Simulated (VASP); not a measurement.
Input of a VASP 6.6.1 run:

INCAR

```
PREC = Accurate
ENCUT = 520
EDIFF = 1E-6
ISMEAR = 0
SIGMA = 0.2
LREAL = False
LASPH = True
NELM = 100
ALGO = Normal
ISIF = 2
LWAVE = False
LCHARG = False
GGA = PE
NBANDS = 14
```

KPOINTS

```
regular mesh
0
Gamma
  8 4 4
```

POSCAR

```
Li
1.0
    0.0000000000      0.0000000000      2.9403245042
    5.0779239194      0.0000000000      0.0000000000
    0.0000000000      5.4281473065      0.0000000000
Li
4
Direct
    0.2499991948      0.7500000000      0.2500000000
    0.2499991948      0.7500000000      0.7500000000
    0.7500008052      0.2500000000      0.2500000000
    0.7500008052      0.2500000000      0.7500000000
```

Potentials or basis: VASP PAW PBE potentials, release 64 (Li_sv).

Run with:

```bash
$ cat potpaw_PBE.64/Li_sv/POTCAR > POTCAR
$ mpirun -np 1 vasp_std > vasp.out
```

Problem. Predict the band gap on the k mesh.

Solution. Zero (band 6 reaches 1.82 eV, above the bottom of band 7 at -0.85 eV).
